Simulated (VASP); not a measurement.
# Mg3CdS2: single point with PBE

Mg3CdS2:

```
CELL_PARAMETERS angstrom
4.63156 0.00000 0.00000
-2.31578 4.01105 0.00000
0.00000 0.00000 7.21251
ATOMIC_POSITIONS crystal
Mg 0.00000 0.00000 0.50000
Mg 0.33333 0.66667 0.00000
Mg 0.33333 0.66667 0.50000
Cd 0.00000 0.00000 0.00000
S 0.66667 0.33333 0.28150
S 0.66667 0.33333 0.71850
```

* Program: VASP 6.6.1
* Task: single point
* Functional: PBE
* Potentials or basis: VASP PAW PBE potentials, release 64 (Mg, Cd, S)
* Cutoff: 520 eV
* k mesh: 6 × 6 × 2
* Occupations: gaussian, width 0.1 eV
* Spin: no spin polarisation
* Dipole correction: no
* Further INCAR settings: ALGO = Normal; EDIFF = 1e-06; NBANDS = 24

```json
{
 "Pressure": "0.2 GPa",
 "Largest force": "0.016 eV/Å",
 "Band gap on the k mesh": "zero (band 15 reaches 3.45 eV, above the bottom of band 16 at 3.26 eV)"
}
```

Forces on the atoms (eV/Å):
```
Mg   0.000  0.000  0.000
Mg   0.000  0.000  0.000
Mg   0.000  0.000  0.000
Cd   0.000  0.000  0.000
S    0.000  0.000 -0.016
S    0.000  0.000  0.016
```

Stress tensor (GPa, compression positive):
```
0.31 0.00 0.00
0.00 0.31 0.00
0.00 0.00 0.13
```

Levels at points of the mesh, in eV from the Fermi level:
```tsv
k point	band 11	band 12	band 13	band 14	band 15	band 16	band 17	band 18	band 19	band 20
(0.00, 0.00, 0.00)	-2.98	-2.10	-2.10	-1.24	-0.06	0.22	1.33	1.33	3.36	3.36
(0.50, 0.00, 0.00)	-3.64	-2.76	-2.39	-1.77	-0.85	0.99	1.51	1.51	1.69	3.67
(0.00, 0.00, 0.50)	-2.87	-2.27	-2.27	-1.91	-0.91	1.74	1.74	2.37	2.37	2.73
(0.50, 0.00, 0.50)	-3.36	-3.00	-2.85	-1.06	-0.83	-0.05	0.64	2.39	3.11	3.53
```

It took 37 s on 1 thread of Intel Xeon 6975P-C, on a shared host, peak memory 0.27 GiB.

Caveat: the k points lie up to 0.44 Å⁻¹ apart.
